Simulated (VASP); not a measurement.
# SiC (Cm) in VASP: a series of runs

Runs on SiC. Level: PBE. Tasks: single point.

Everything below comes from runs of VASP 6.6.1. Logs are shortened: lines on timing, memory, paths and dates and some standing lists are left out, and cuts for length are marked.

### 1 The cell of the first run

The structure is monoclinic, space group Cm (No. 8). Conventional cell: a = 5.362 Å, b = 3.094 Å, c = 10.134 Å, α = 90.00°, β = 93.44°, γ = 90.00°. Within 2.5 Å of Si (site symmetry m) lie 4 C at 1.86 to 1.91 Å. Si (site symmetry m) has 4 C at 1.88 to 1.93 Å within 2.5 Å. Si (site symmetry m) has 4 C at 1.88 to 1.93 Å within 2.5 Å. Within 2.5 Å of Si (site symmetry m) lie 4 C at 1.86 to 1.91 Å. Within 2.5 Å of C (site symmetry m) lie 4 Si at 1.88 to 1.93 Å. C (site symmetry m) has 4 Si at 1.86 to 1.91 Å within 2.5 Å. Within 2.5 Å of C (site symmetry m) lie 4 Si at 1.88 to 1.93 Å. Within 2.5 Å of C (site symmetry m) lie 4 Si at 1.86 to 1.91 Å.

### 2 Single point, PBE (strain -0.0600 x Voigt [0, 0, 0, 1, 0, 0])

File INCAR:

```
SYSTEM = SiC
PREC = Accurate
ENCUT = 520
EDIFF = 1E-6
ISMEAR = 0
SIGMA = 0.05
LREAL = .False.
LASPH = .True.
NELM = 80
ALGO = Normal
ISIF = 2
LWAVE = .False.
LCHARG = .False.
GGA = PE
NBANDS = 26
```

File KPOINTS:

```
Automatic mesh
0
Gamma
  12 12 4
  0 0 0
```

File POSCAR:

```
SiC
1.0
    3.0941201807      0.0000000000      0.0000000000
   -1.5470600903      2.6795866789     -0.0803876004
    0.0000000000     -0.3038801760     10.1293391985
Si C
4 4
Direct
    0.6666666667      0.3333333333      0.9378441878
    0.3333333333      0.6666666667      0.4378441878
    0.0000000000      0.0000000000      0.6878995565
    0.0000000000      0.0000000000      0.1878995565
    0.6666666667      0.3333333333      0.7498074459
    0.3333333333      0.6666666667      0.2498074459
    0.0000000000      0.0000000000      0.5004478098
    0.0000000000      0.0000000000      0.0004478098
```

Potentials or basis: VASP PAW PBE potentials, release 64 (Si, C).

Command:

```sh
cat potpaw_PBE.64/Si/POTCAR potpaw_PBE.64/C/POTCAR > POTCAR
mpirun -np 1 vasp_std > vasp.out
```

OUTCAR:

```text
SYSTEM = SiC
   PREC = Accurate
   ENCUT = 520
   EDIFF = 1E-6
   ISMEAR = 0
   LREAL = .False.
   LASPH = .True.
   NELM = 80
   ISIF = 2
   GGA = PE

 ion  position               nearest neighbor table
   1  0.667  0.333  0.938-   8 1.86   5 1.91   8 1.91   8 1.91   4 3.01   3 3.06   3 3.06   4 3.14
                             4 3.14
   2  0.333  0.667  0.438-   7 1.88   7 1.88   6 1.91   7 1.93   4 3.01   3 3.06   3 3.06   4 3.14
                             4 3.14
   3  0.000  0.000  0.688-   5 1.88   5 1.88   7 1.90   5 1.93   1 3.06   1 3.06   2 3.06   2 3.06

   4  0.000  0.000  0.188-   6 1.86   8 1.90   6 1.91   6 1.91   2 3.01   1 3.01   2 3.14   2 3.14
                             1 3.14   1 3.14
   5  0.667  0.333  0.750-   3 1.88   3 1.88   1 1.91   3 1.93
   6  0.333  0.667  0.250-   4 1.86   2 1.91   4 1.91   4 1.91
   7  0.000  0.000  0.500-   2 1.88   2 1.88   3 1.90   2 1.93
   8  0.000  0.000  0.000-   1 1.86   4 1.90   1 1.91   1 1.91

  LATTYP: Found a base centered monoclinic cell.
 ALAT       =     5.3615844434
 B/A-ratio  =     0.5770906368
 C/A-ratio  =     1.8900935876
 COS(beta)  =    -0.0599460486

  Lattice vectors:

 A1 = (   1.5470600904,   2.6795866789,  -0.0803876004)
 A2 = (  -1.5470600903,   2.6795866789,  -0.0803876004)
 A3 = (   0.0000000000,  -0.3038801760,  10.1293391985)

Analysis of symmetry for initial positions (statically):
=====================================================================
 Subroutine PRICEL returns:
 Original cell was already a primitive cell.

 Routine SETGRP: Setting up the symmetry group for a
 base centered monoclinic supercell.

 Subroutine GETGRP returns: Found  2 space group operations
 (whereof  2 operations were pure point group operations)
 out of a pool of  4 trial point group operations.

The static configuration has the point symmetry C_1h.

Analysis of symmetry for dynamics (positions and initial velocities):
=====================================================================
 Subroutine PRICEL returns:
 Original cell was already a primitive cell.

 Routine SETGRP: Setting up the symmetry group for a
 base centered monoclinic supercell.

 Subroutine GETGRP returns: Found  2 space group operations
 (whereof  2 operations were pure point group operations)
 out of a pool of  4 trial point group operations.

The dynamic configuration has the point symmetry C_1h.

 Subroutine INISYM returns: Found  2 space group operations
 (whereof  2 operations are pure point group operations),
 and found     1 'primitive' translations

----------------------------------------------------------------------------------------

                                     Primitive cell

  volume of cell :      83.9064

  direct lattice vectors                    reciprocal lattice vectors
     3.094120181  0.000000000  0.000000000     0.323193652  0.186764029  0.005602921
    -1.547060090  2.679586679 -0.080387600     0.000000000  0.373528059  0.011205842
     0.000000000 -0.303880176 10.129339199     0.000000000  0.002964362  0.098812054

  length of vectors
     3.094120181  3.095164270 10.133896376     0.373318004  0.373696109  0.098856509

  position of ions in fractional coordinates (direct lattice)
     0.666666667  0.333333333  0.937844188
     0.333333333  0.666666667  0.437844188
     0.000000000  0.000000000  0.687899556
     0.000000000  0.000000000  0.187899556
     0.666666667  0.333333333  0.749807446
     0.333333333  0.666666667  0.249807446
     0.000000000  0.000000000  0.500447810
     0.000000000  0.000000000  0.000447810

  ion indices of the primitive-cell ions
   primitive index   ion index
                 1           1
                 2           2
                 3           3
                 4           4
                 5           5
                 6           6
                 7           7
                 8           8

----------------------------------------------------------------------------------------

 KPOINTS: Automatic mesh

Automatic generation of k-mesh.
 Grid dimensions read from file:
 generate k-points for:   12   12    4

 Generating k-lattice:

  Cartesian coordinates                     Fractional coordinates (reciprocal lattice)
     0.026932804  0.015563669  0.000466910     0.083333333  0.000000000  0.000000000
     0.000000000  0.031127338  0.000933820     0.000000000  0.083333333  0.000000000
     0.000000000  0.000741090  0.024703013     0.000000000  0.000000000  0.250000000

  Length of vectors
     0.031109834  0.031141342  0.024714127

  Shift w.r.t. Gamma in fractional coordinates (k-lattice)
     0.000000000  0.000000000  0.000000000

 Subroutine IBZKPT returns following result:
 ===========================================

 Found    164 irreducible k-points:

 Following reciprocal coordinates:
            Coordinates               Weight
  0.000000  0.000000  0.000000      1.000000
  0.083333  0.000000  0.000000      4.000000
  0.166667  0.000000  0.000000      4.000000
  0.250000  0.000000 -0.000000      4.000000
  0.333333  0.000000  0.000000      4.000000
  0.416667  0.000000  0.000000      4.000000
[... 16 lines left out ...]
  0.333333  0.166667 -0.000000      4.000000
  0.416667  0.166667  0.000000      4.000000
 [... further k-points ...]
   k-points           NKPTS =    164   k-points in BZ     NKDIM =    164   number of bands    NBANDS=     26
   number of dos      NEDOS =    301   number of ions     NIONS =      8
   total plane-waves  NPLWV =  46080
   dimension x,y,z NGX =    24 NGY =   24 NGZ =   80
   dimension x,y,z NGXF=    48 NGYF=   48 NGZF=  160
   ions per type =               4   4
   NGX,Y,Z   is equivalent  to a cutoff of  12.90, 12.89, 13.12 a.u.
   NGXF,Y,Z  is equivalent  to a cutoff of  25.79, 25.78, 26.25 a.u.
 SYSTEM =  SiC
   PREC   = accura    normal or accurate (medium, high low for compatibility)
   ISTART =      0    job   : 0-new  1-cont  2-samecut
   ICHARG =      2    charge: 1-file 2-atom 10-const
   ISPIN  =      1    spin polarized calculation?
   LNONCOLLINEAR =      F non collinear calculations
   LSORBIT =      F    spin-orbit coupling
   LASPH  =      T    aspherical Exc in radial PAW
   ENCUT  =  520.0 eV  38.22 Ry    6.18 a.u.   5.75  5.75 18.84*2*pi/ulx,y,z
   NELM   =     80;   NELMIN=  2; NELMDL= -5     # of ELM steps
   EDIFF  = 0.1E-05   stopping-criterion for ELM
   LREAL  =      F    real-space projection
   EDIFFG = 0.1E-04   stopping-criterion for IOM
   NSW    =      0    number of steps for IOM
   IBRION =     -1    ionic relax: 0-MD 1-quasi-New 2-CG
   NFREE  =      0    steps in history (QN), initial steepest desc. (CG)
   ISIF   =      2    stress and relaxation
   ISYM   =      2    0-nonsym 1-usesym 2-fastsym
   POTIM  = 0.5000    time-step for ionic-motion
   TEBEG  =    0.0;   TEEND  =   0.0 temperature during run
   PSTRESS=    0.0 pullay stress
   NELECT =      32.0000    total number of electrons
   NUPDOWN=      -1.0000    fix difference up-down
   EMIN   =  10.00;   EMAX   =-10.00  energy-range for DOS
   EFERMI =   0.00;   METHOD = LEGACY
   ISMEAR =     0;   SIGMA  =   0.05  broadening in eV -4-tet -1-fermi 0-gaus
   EFERMI_NEDOS =   21; number of points for ismear=-14 and -15
   IALGO  =     38    algorithm
   IMIX   =      4    mixing-type and parameters
     AMIX     =   0.40;   BMIX     =  1.00
     AMIX_MAG =   1.60;   BMIX_MAG =  1.00
  volume/ion in A,a.u.               =      10.49        70.78
  Fermi-wavevector in a.u.,A,eV,Ry     =   1.187207  2.243496 19.176876  1.409461
  Thomas-Fermi vector in A             =   2.323363
   LORBIT       =      0    0 simple, 1 ext, 2 COOP (PROOUT), +10 PAW based schemes
   GGA     = PE    functional components
   LHFCALC =     F    Hartree Fock is set to
   AEXX    =    0.0000 exact exchange contribution
   IVDW    =     0    specifies the selected vdW correction
   LEPSILON=     F    determine dielectric tensor
   LRPA    =     F    only Hartree local field effects (RPA)
 non-spin polarized calculation
 Gauss-broadening in eV      SIGMA  =   0.05
  energy-cutoff  :      520.00
  volume of cell :       83.91
 maximum number of plane-waves:      2274
   NGX = 11   NGY = 11   NGZ = 37

 number of electron      32.0000002 magnetization

 Free energy of the ion-electron system (eV)
  ---------------------------------------------------
  ext. energy  EPLUGINS =         0.00000000
  ---------------------------------------------------
  free energy    TOTEN  =       -60.09044464 eV

  energy without entropy =      -60.09044464  energy(sigma->0) =      -60.09044464

 E-fermi :   8.4808     XC(G=0): -11.2960

 val. band max:        8.2001825155   @ k =   0.0000   0.0000   0.0000
 cond. band min:      10.1029451800   @ k =   0.0000   0.5000   0.0000
 fundamental gap:      1.9027626645
 Fermi energy:         8.4807876338

 k-point     1 :       0.0000    0.0000    0.0000
  band No.  band energies     occupation
      1      -7.3520      2.00000
      2      -6.1839      2.00000
      3      -6.1497      2.00000
      4      -3.8244      2.00000
      5      -0.5033      2.00000
      6       3.6872      2.00000
[... 18 lines left out ...]
     25      15.4123      0.00000
     26      15.9699      0.00000

 k-point     2 :       0.0833    0.0000    0.0000
  band No.  band energies     occupation
      1      -7.2327      2.00000
      2      -6.0792      2.00000
      3      -6.0234      2.00000
      4      -3.7243      2.00000
      5      -0.3939      2.00000
      6       3.6945      2.00000
[... 18 lines left out ...]
     25      15.5418      0.00000
     26      15.8359      0.00000

 k-point     3 :       0.1667    0.0000    0.0000
  band No.  band energies     occupation
      1      -6.8780      2.00000
      2      -5.7557      2.00000
      3      -5.6620      2.00000
      4      -3.4334      2.00000
      5      -0.0757      2.00000
      6       3.6574      2.00000
[... 18 lines left out ...]
     25      15.9138      0.00000
     26      16.2045      0.00000

 k-point     4 :       0.2500    0.0000   -0.0000
  band No.  band energies     occupation
      1      -6.2985      2.00000
      2      -5.2215      2.00000
      3      -5.0879      2.00000
      4      -2.9891      2.00000
      5       0.3985      2.00000
      6       2.7654      2.00000
[... 18 lines left out ...]
     25      16.5161      0.00000
     26      16.8300      0.00000

 k-point     5 :       0.3333    0.0000    0.0000
  band No.  band energies     occupation
      1      -5.5203      2.00000
      2      -4.5149      2.00000
      3      -4.3441      2.00000
      4      -2.5110      2.00000
      5       0.6966      2.00000
      6       1.4116      2.00000
[... 18 lines left out ...]
     25      16.7039      0.00000
     26      16.8169      0.00000

 k-point     6 :       0.4167    0.0000    0.0000
  band No.  band energies     occupation
      1      -4.6179      2.00000
      2      -3.7653      2.00000
      3      -3.5686      2.00000
      4      -2.3400      2.00000
      5       0.0394      2.00000
      6       0.3810      2.00000
[... 427 lines left out ...]
 k-point    21 :       0.1667    0.1667    0.0000
  band No.  band energies     occupation
      1      -5.9558      2.00000
      2      -4.9584      2.00000
      3      -4.7034      2.00000
      4      -2.7595      2.00000
      5       0.6588      2.00000
      6       2.5844      2.00000
[... 18 lines left out ...]
     25      16.1928      0.00000
     26      16.5417      0.00000

 k-point    22 :       0.2500    0.1667    0.0000
  band No.  band energies     occupation
      1      -5.1914      2.00000
      2      -4.2716      2.00000
      3      -3.9852      2.00000
      4      -2.3474      2.00000
      5       0.8859      2.00000
      6       1.4794      2.00000
[... 18 lines left out ...]
     25      16.3897      0.00000
     26      16.7373      0.00000

 k-point    23 :       0.3333    0.1667   -0.0000
  band No.  band energies     occupation
      1      -4.3068      2.00000
      2      -3.5492      2.00000
      3      -3.2538      2.00000
      4      -2.2529      2.00000
      5       0.3162      2.00000
      6       0.6067      2.00000
[... 18 lines left out ...]
     25      16.6339      0.00000
     26      17.1470      0.00000

 k-point    24 :       0.4167    0.1667    0.0000
  band No.  band energies     occupation
      1      -3.6860      2.00000
      2      -3.2105      2.00000
      3      -2.9778      2.00000
      4      -2.4008      2.00000
      5      -0.1537      2.00000
      6       0.1615      2.00000
[... 18 lines left out ...]
     25      16.7055      0.00000
     26      17.0162      0.00000

 [... further k-points ...]

------------------------ aborting loop because EDIFF is reached ----------------------------------------

  FORCE on cell =-STRESS in cart. coord.  units (eV):
  Direction    XX          YY          ZZ          XY          YZ          ZX
  --------------------------------------------------------------------------------------
  -------------------------------------------------------------------------------------
  Total        0.0950985      0.0916468      0.2303696      0.0000000      5.2735809      0.0000000
  in kB        1.8158880      1.7499780      4.3988658      0.0000000    100.6980667      0.0000000
  external PRESSURE =       2.6549106 kB  Pullay stress =       0.0000000 kB

 VOLUME and BASIS-vectors are now :
 -----------------------------------------------------------------------------
  energy-cutoff  :      520.00
  volume of cell :       83.91
      direct lattice vectors                 reciprocal lattice vectors
     3.094120181  0.000000000  0.000000000     0.323193652  0.186764029  0.005602921
    -1.547060090  2.679586679 -0.080387600     0.000000000  0.373528059  0.011205842
     0.000000000 -0.303880176 10.129339199     0.000000000  0.002964362  0.098812054

 POSITION                                       TOTAL-FORCE (eV/Angst)
 -----------------------------------------------------------------------------------
      1.54706      0.60820      9.47295        -0.000000     -0.336879     -0.022114
     -0.00000      1.65334      4.38148        -0.000000     -0.223593     -0.021309
      0.00000     -0.20904      6.96797        -0.000000     -0.283343     -0.021867
      0.00000     -0.05710      1.90330        -0.000000     -0.349758     -0.019143
      1.54706      0.66534      7.56826         0.000000      0.248594      0.024294
     -0.00000      1.71048      2.47679         0.000000      0.399590      0.027156
      0.00000     -0.15208      5.06921         0.000000      0.238593      0.017524
      0.00000     -0.00014      0.00454         0.000000      0.306795      0.015460
 -----------------------------------------------------------------------------------
    total drift:                               -0.000000     -0.000434     -0.000274

  FREE ENERGIE OF THE ION-ELECTRON SYSTEM (eV)
  ---------------------------------------------------
  free  energy   TOTEN  =       -60.0904446378 eV

  energy  without entropy=      -60.0904446378  energy(sigma->0) =      -60.09044464
```

Wall time 4.5 min (1 thread of Intel Xeon 8259CL, shared host); peak memory 0.38 GiB.

Results:

- Free energy: -60.0904 eV
- Pressure: 0.3 GPa
- Largest force: 0.401 eV/Å
- Band gap on the k mesh: 1.90 eV (least direct gap 3.19 eV)

Forces on the atoms (eV/Å):
```
Si   0.000 -0.337 -0.022
Si   0.000 -0.224 -0.021
Si   0.000 -0.283 -0.022
Si   0.000 -0.350 -0.019
C    0.000  0.249  0.024
C    0.000  0.400  0.027
C    0.000  0.239  0.018
C    0.000  0.307  0.015
```

Levels at points of the mesh, in eV from the valence-band top:
```
           k point  band 14  band 15  band 16  band 17  band 18  band 19
(0.00, 0.00, 0.00)    -0.38    -0.17     0.00     4.78     5.34     5.73
(0.50, 0.00, 0.00)    -2.38    -1.74    -1.23     2.01     2.21     4.01
(0.00, 0.50, 0.00)    -2.52    -1.53    -1.28     1.90     2.24     4.00
(0.00, 0.00, 0.50)    -0.43    -0.31    -0.30     4.98     4.99     6.14
(0.50, 0.00, 0.50)    -2.50    -1.74    -1.69     2.42     2.52     3.90
(0.00, 0.50, 0.50)    -2.31    -1.78    -1.65     2.34     2.55     3.78
```

Caveat: the cell differs from its parent crystal (strain -0.0600 x Voigt [0, 0, 0, 1, 0, 0]). A k mesh can miss the band edges.

(Continued in part 2 of 2.)
